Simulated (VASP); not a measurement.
Crystal: Ta.

```
Ta
1.0
     2.90037    0.00000    0.00000
    -1.45019    2.51180    0.00000
     0.00000    0.00000    5.16627
Ta
2
Direct
  0.66667 0.33333 0.75000
  0.33333 0.66667 0.25000
```

This isn't the form of Ta at room conditions, which is bcc.

| Property | Result |
| --- | --- |
| Program | VASP 6.6.1 |
| Task | relaxation of cell and atoms |
| Functional | LDA |
| Potentials or basis | VASP PAW LDA potentials, release 64 (Ta_pv) |
| Cutoff | 600 eV |
| k mesh | 13 × 13 × 7 |
| Occupations | fermi-dirac, width 0.1 eV |
| Spin | no spin polarisation |

At the start: pressure -11.0 GPa; volume 18.82 Å³/atom.

Problem. How do energy, volume and symmetry change on relaxing?

Solution. Over 4 steps the energy falls by 38.5 meV/atom and the volume is 17.75 Å³/atom (-5.7 %); space group P6_3/mmc (No. 194, to 0.1 Å) before and after.

Step by step:
```tsv
step	energy change (eV)	largest force (eV/Å)	pressure (GPa)	volume (Å³)
1	0.0000	0.0000	-10.99	37.64
2	0.3766	0.0000	36.19	31.04
3	-0.0768	0.0000	-0.60	35.60
4	-0.0770	0.0000	-0.06	35.51
```

Final structure:
```
CELL_PARAMETERS angstrom
2.84240 0.00000 0.00000
-1.42120 2.46159 0.00000
0.00000 0.00000 5.07477
ATOMIC_POSITIONS crystal
Ta 0.66667 0.33333 0.75000
Ta 0.33333 0.66667 0.25000
```
